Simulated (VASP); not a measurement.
# MnPt3 (Pm-3m) in VASP: single point with LDA

Aim: the single point of MnPt3 with LDA.

All numbers are computed with VASP 6.6.1; they aren't measurements. Logs are shortened: lines on timing, memory, paths and dates and some standing lists are left out, and cuts for length are marked.

## 1. The cell of the first run

The structure is cubic, space group Pm-3m (No. 221). Conventional cell: a = 3.900 Å, b = 3.900 Å, c = 3.900 Å, α = 90.00°, β = 90.00°, γ = 90.00°. Within 3.6 Å of Mn (site symmetry m-3m) lie 12 Pt at 2.76 Å. Pt (site symmetry 4/mmm) has 4 Mn at 2.76 Å and 8 Pt at 2.76 Å within 3.6 Å.

## 2. Single point, LDA, collinear spin, ferromagnetic start

File INCAR:

```
SYSTEM = MnPt3
ALGO     = Normal         ! electronic algorithm
EDIFF    = 1E-6           ! SCF threshold, eV
ENCUT    = 520            ! plane-wave cutoff, eV
ISIF     = 2              ! what is computed and relaxed
ISMEAR   = -1             ! smearing method
ISPIN    = 2              ! spin polarisation
LASPH    = .TRUE.         ! aspherical terms in the spheres
LCHARG   = .FALSE.        ! write CHGCAR
LMAXMIX  = 4              ! l up to which the mixer works
LORBIT   = 11             ! projections on sites
LREAL    = .FALSE.        ! projectors in reciprocal space
LWAVE    = .FALSE.        ! write WAVECAR
MAGMOM   = 3.6 0 0 0      ! initial moments
NBANDS   = 34             ! bands
NELM     = 150            ! most SCF steps
PREC     = Accurate       ! precision mode
SIGMA    = 0.08           ! smearing width, eV
```

File KPOINTS:

```
k-points
0
G
  8 8 8
  0 0 0
```

File POSCAR:

```
MnPt3
1.0
    3.9000000000      0.0000000000      0.0000000000
    0.0000000000      3.9000000000      0.0000000000
    0.0000000000      0.0000000000      3.9000000000
Mn Pt
1 3
Direct
    0.0000000000      0.0000000000      0.0000000000
    0.0000000000      0.5000000000      0.5000000000
    0.5000000000      0.0000000000      0.5000000000
    0.5000000000      0.5000000000      0.0000000000
```

Potentials or basis: VASP PAW LDA potentials, release 64 (Mn_pv, Pt).

Command:

```
cat potpaw_LDA.64/Mn_pv/POTCAR potpaw_LDA.64/Pt/POTCAR > POTCAR
mpirun -np 1 vasp_std > vasp.out
```

OUTCAR:

```text
SYSTEM = MnPt3
   EDIFF = 1E-6
   ENCUT = 520
   ISIF = 2
   ISMEAR = -1
   ISPIN = 2
   LASPH = .TRUE.
   LORBIT = 11
   LREAL = .FALSE.
   NELM = 150
   PREC = Accurate

 ion  position               nearest neighbor table
   1  0.000  0.000  0.000-   2 2.76   3 2.76   4 2.76   2 2.76   3 2.76   2 2.76   4 2.76   2 2.76
                             3 2.76   4 2.76   3 2.76   4 2.76
   2  0.000  0.500  0.500-   1 2.76   3 2.76   4 2.76   1 2.76   4 2.76   1 2.76   3 2.76   1 2.76
                             3 2.76   4 2.76   4 2.76   3 2.76
   3  0.500  0.000  0.500-   1 2.76   2 2.76   4 2.76   1 2.76   4 2.76   2 2.76   4 2.76   4 2.76
                             1 2.76   2 2.76   1 2.76   2 2.76
   4  0.500  0.500  0.000-   1 2.76   2 2.76   3 2.76   2 2.76   3 2.76   1 2.76   3 2.76   3 2.76
                             1 2.76   2 2.76   2 2.76   1 2.76

  LATTYP: Found a simple cubic cell.
 ALAT       =     3.9000000000

  Lattice vectors:

 A1 = (   3.9000000000,   0.0000000000,   0.0000000000)
 A2 = (   0.0000000000,   3.9000000000,   0.0000000000)
 A3 = (   0.0000000000,   0.0000000000,   3.9000000000)

Analysis of symmetry for initial positions (statically):
=====================================================================
 Subroutine PRICEL returns:
 Original cell was already a primitive cell.

 Routine SETGRP: Setting up the symmetry group for a
 simple cubic supercell.

 Subroutine GETGRP returns: Found 48 space group operations
 (whereof 48 operations were pure point group operations)
 out of a pool of 48 trial point group operations.

The static configuration has the point symmetry O_h .

Analysis of symmetry for dynamics (positions and initial velocities):
=====================================================================
 Subroutine PRICEL returns:
 Original cell was already a primitive cell.

 Routine SETGRP: Setting up the symmetry group for a
 simple cubic supercell.

 Subroutine GETGRP returns: Found 48 space group operations
 (whereof 48 operations were pure point group operations)
 out of a pool of 48 trial point group operations.

The dynamic configuration has the point symmetry O_h .

Analysis of structural, dynamic, and magnetic symmetry:
=====================================================================
 Subroutine PRICEL returns:
 Original cell was already a primitive cell.

 Routine SETGRP: Setting up the symmetry group for a
 simple cubic supercell.

 Subroutine GETGRP returns: Found 48 space group operations
 (whereof 48 operations were pure point group operations)
 out of a pool of 48 trial point group operations.

The overall configuration has the point symmetry O_h .

 Subroutine INISYM returns: Found 48 space group operations
 (whereof 48 operations are pure point group operations),
 and found     1 'primitive' translations

----------------------------------------------------------------------------------------

                                     Primitive cell

  volume of cell :      59.3190

  direct lattice vectors                    reciprocal lattice vectors
     3.900000000  0.000000000  0.000000000     0.256410256  0.000000000  0.000000000
     0.000000000  3.900000000  0.000000000     0.000000000  0.256410256  0.000000000
     0.000000000  0.000000000  3.900000000     0.000000000  0.000000000  0.256410256

  length of vectors
     3.900000000  3.900000000  3.900000000     0.256410256  0.256410256  0.256410256

  position of ions in fractional coordinates (direct lattice)
     0.000000000  0.000000000  0.000000000
     0.000000000  0.500000000  0.500000000
     0.500000000  0.000000000  0.500000000
     0.500000000  0.500000000  0.000000000

  ion indices of the primitive-cell ions
   primitive index   ion index
                 1           1
                 2           2
                 3           3
                 4           4

----------------------------------------------------------------------------------------

 KPOINTS: k-points

Automatic generation of k-mesh.
 Grid dimensions read from file:
 generate k-points for:    8    8    8

 Generating k-lattice:

  Cartesian coordinates                     Fractional coordinates (reciprocal lattice)
     0.032051282  0.000000000  0.000000000     0.125000000  0.000000000  0.000000000
     0.000000000  0.032051282  0.000000000     0.000000000  0.125000000  0.000000000
     0.000000000  0.000000000  0.032051282     0.000000000  0.000000000  0.125000000

  Length of vectors
     0.032051282  0.032051282  0.032051282

  Shift w.r.t. Gamma in fractional coordinates (k-lattice)
     0.000000000  0.000000000  0.000000000

 Subroutine IBZKPT returns following result:
 ===========================================

 Found     35 irreducible k-points:

 Following reciprocal coordinates:
            Coordinates               Weight
  0.000000  0.000000  0.000000      1.000000
  0.125000  0.000000  0.000000      6.000000
  0.250000  0.000000  0.000000      6.000000
  0.375000  0.000000  0.000000      6.000000
  0.500000  0.000000  0.000000      3.000000
  0.125000  0.125000  0.000000     12.000000
[... 16 lines left out ...]
  0.375000  0.375000  0.125000     24.000000
  0.500000  0.375000  0.125000     24.000000
 [... further k-points ...]
   k-points           NKPTS =     35   k-points in BZ     NKDIM =     35   number of bands    NBANDS=     34
   number of dos      NEDOS =    301   number of ions     NIONS =      4
   total plane-waves  NPLWV =  27000
   dimension x,y,z NGX =    30 NGY =   30 NGZ =   30
   dimension x,y,z NGXF=    60 NGYF=   60 NGZF=   60
   ions per type =               1   3
   NGX,Y,Z   is equivalent  to a cutoff of  12.79, 12.79, 12.79 a.u.
   NGXF,Y,Z  is equivalent  to a cutoff of  25.58, 25.58, 25.58 a.u.
 SYSTEM =  MnPt3
   PREC   = accura    normal or accurate (medium, high low for compatibility)
   ISTART =      0    job   : 0-new  1-cont  2-samecut
   ICHARG =      2    charge: 1-file 2-atom 10-const
   ISPIN  =      2    spin polarized calculation?
   LNONCOLLINEAR =      F non collinear calculations
   LSORBIT =      F    spin-orbit coupling
   LASPH  =      T    aspherical Exc in radial PAW
   ENCUT  =  520.0 eV  38.22 Ry    6.18 a.u.   7.25  7.25  7.25*2*pi/ulx,y,z
   NELM   =    150;   NELMIN=  2; NELMDL= -5     # of ELM steps
   EDIFF  = 0.1E-05   stopping-criterion for ELM
   LREAL  =      F    real-space projection
   EDIFFG = 0.1E-04   stopping-criterion for IOM
   NSW    =      0    number of steps for IOM
   IBRION =     -1    ionic relax: 0-MD 1-quasi-New 2-CG
   NFREE  =      0    steps in history (QN), initial steepest desc. (CG)
   ISIF   =      2    stress and relaxation
   ISYM   =      2    0-nonsym 1-usesym 2-fastsym
   POTIM  = 0.5000    time-step for ionic-motion
   TEBEG  =    0.0;   TEEND  =   0.0 temperature during run
   PSTRESS=    0.0 pullay stress
   NELECT =      43.0000    total number of electrons
   NUPDOWN=      -1.0000    fix difference up-down
   EMIN   =  10.00;   EMAX   =-10.00  energy-range for DOS
   EFERMI =   0.00;   METHOD = LEGACY
   ISMEAR =    -1;   SIGMA  =   0.08  broadening in eV -4-tet -1-fermi 0-gaus
   EFERMI_NEDOS =   21; number of points for ismear=-14 and -15
   IALGO  =     38    algorithm
   IMIX   =      4    mixing-type and parameters
     AMIX     =   0.40;   BMIX     =  1.00
     AMIX_MAG =   1.60;   BMIX_MAG =  1.00
  volume/ion in A,a.u.               =      14.83       100.08
  Fermi-wavevector in a.u.,A,eV,Ry     =   1.470617  2.779064 29.425533  2.162716
  Thomas-Fermi vector in A             =   2.585853
   LORBIT       =     11    0 simple, 1 ext, 2 COOP (PROOUT), +10 PAW based schemes
   GGA     = CA    functional components
   LHFCALC =     F    Hartree Fock is set to
   AEXX    =    0.0000 exact exchange contribution
   IVDW    =     0    specifies the selected vdW correction
   LEPSILON=     F    determine dielectric tensor
   LRPA    =     F    only Hartree local field effects (RPA)
 spin polarized calculation
  energy-cutoff  :      520.00
  volume of cell :       59.32
 maximum number of plane-waves:      1628
 NGX is ok and might be reduce to    30
   NGX = 15   NGY = 15   NGZ = 15

 number of electron      42.9999969 magnetization       4.1108214

 Free energy of the ion-electron system (eV)
  ---------------------------------------------------
  ext. energy  EPLUGINS =         0.00000000
  ---------------------------------------------------
  free energy    TOTEN  =       -33.43366338 eV

  energy without entropy =      -33.36447301  energy(sigma->0) =      -33.39906820

 E-fermi :  10.2456     XC(G=0): -13.4552

 val. band max:       10.2243118157   @ k =   0.1250   0.1250   0.0000
 cond. band min:      10.2473857841   @ k =   0.3750   0.3750   0.2500
 fundamental gap:      0.0230739684
 Fermi energy:        10.2456275535

 spin component 1

 k-point     1 :       0.0000    0.0000    0.0000
  band No.  band energies     occupation
      1     -38.9174      1.00000
      2     -38.9174      1.00000
      3     -38.9174      1.00000
      4       0.4900      1.00000
      5       3.2868      1.00000
      6       3.9136      1.00000
[... 853 lines left out ...]
     32      22.7606      0.00000
     33      23.3411      0.00000

 [... further k-points ...]

 spin component 2

 k-point     1 :       0.0000    0.0000    0.0000
  band No.  band energies     occupation
      1     -35.3699      1.00000
      2     -35.3699      1.00000
      3     -35.3699      1.00000
      4       0.6436      1.00000
      5       3.4211      1.00000
      6       4.2642      1.00000
[... 853 lines left out ...]
     32      23.3552      0.00000
     33      23.6192      0.00000

 [... further k-points ...]

 [bands above 33 left out]

------------------------ aborting loop because EDIFF is reached ----------------------------------------

  FORCE on cell =-STRESS in cart. coord.  units (eV):
  Direction    XX          YY          ZZ          XY          YZ          ZX
  --------------------------------------------------------------------------------------
  -------------------------------------------------------------------------------------
  Total       -3.9414193     -3.9414193     -3.9414193      0.0000000      0.0000000     -0.0000000
  in kB     -106.4558180   -106.4558180   -106.4558180      0.0000000      0.0000000     -0.0000000
  external PRESSURE =    -106.4558180 kB  Pullay stress =       0.0000000 kB

 VOLUME and BASIS-vectors are now :
 -----------------------------------------------------------------------------
  energy-cutoff  :      520.00
  volume of cell :       59.32
      direct lattice vectors                 reciprocal lattice vectors
     3.900000000  0.000000000  0.000000000     0.256410256  0.000000000  0.000000000
     0.000000000  3.900000000  0.000000000     0.000000000  0.256410256  0.000000000
     0.000000000  0.000000000  3.900000000     0.000000000  0.000000000  0.256410256

 POSITION                                       TOTAL-FORCE (eV/Angst)
 -----------------------------------------------------------------------------------
      0.00000      0.00000      0.00000         0.000000      0.000000      0.000000
      0.00000      1.95000      1.95000         0.000000      0.000000      0.000000
      1.95000      0.00000      1.95000         0.000000      0.000000      0.000000
      1.95000      1.95000      0.00000         0.000000      0.000000      0.000000
 -----------------------------------------------------------------------------------
    total drift:                                0.000000      0.000000     -0.000000

  FREE ENERGIE OF THE ION-ELECTRON SYSTEM (eV)
  ---------------------------------------------------
  free  energy   TOTEN  =       -33.4336633785 eV

  energy  without entropy=      -33.3644730131  energy(sigma->0) =      -33.39906820

 total charge

# of ion       s       p       d       tot
------------------------------------------
    1        0.296   6.247   4.976  11.518
    2        0.674   0.624   8.043   9.341
    3        0.674   0.624   8.043   9.341
    4        0.674   0.624   8.043   9.341
--------------------------------------------------
tot          2.318   8.120  29.103  39.541

 magnetization (x)

# of ion       s       p       d       tot
------------------------------------------
    1        0.012   0.025   3.549   3.586
    2       -0.016  -0.025   0.168   0.127
    3       -0.016  -0.025   0.168   0.127
    4       -0.016  -0.025   0.168   0.127
--------------------------------------------------
tot         -0.035  -0.051   4.054   3.968
```

Wall time 2 min (1 thread of AMD EPYC 7R13, shared host); peak memory 0.2 GiB.

What came out:

```yaml
Free_energy: -33.4337 eV
Pressure: -10.6 GPa
Net_moment: 4.11 μB per cell
Site_moments: Mn +3.59; Pt +0.13 μB
Valence_electrons_inside_the_program's_atomic_spheres: Mn 11.52; Pt 9.34
```

Levels at points of the mesh, in eV from the Fermi level:
Spin up:
| k point | band 21 | band 22 | band 23 | band 24 | band 25 | band 26 |
| --- | --- | --- | --- | --- | --- | --- |
| (0.00, 0.00, 0.00) | 0.12 | 0.57 | 0.57 | 0.57 | 1.78 | 1.78 |
| (0.50, 0.00, 0.00) | -1.63 | -0.99 | -0.77 | -0.08 | 0.57 | 7.54 |
| (0.50, 0.50, 0.00) | -1.54 | -1.50 | -1.50 | 0.83 | 1.64 | 1.97 |
| (0.50, 0.50, 0.50) | -0.32 | -0.32 | -0.28 | -0.28 | 0.12 | 0.12 |
Spin down:
| k point | band 16 | band 17 | band 18 | band 19 | band 20 | band 21 | band 22 | band 23 |
| --- | --- | --- | --- | --- | --- | --- | --- | --- |
| (0.00, 0.00, 0.00) | 0.23 | 0.68 | 0.68 | 0.68 | 1.95 | 1.95 | 2.02 | 2.02 |
| (0.50, 0.00, 0.00) | -1.96 | -1.96 | -1.80 | -0.67 | 0.68 | 0.71 | 0.71 | 1.19 |
| (0.50, 0.50, 0.00) | -2.42 | -2.42 | -1.63 | -1.44 | -1.27 | 1.02 | 1.02 | 1.21 |
| (0.50, 0.50, 0.50) | -0.33 | -0.24 | -0.24 | -0.24 | 0.23 | 0.23 | 0.23 | 1.76 |

Caveat: the cell stands under tension; spin-orbit coupling is left out, which moves the levels of the heavy elements.
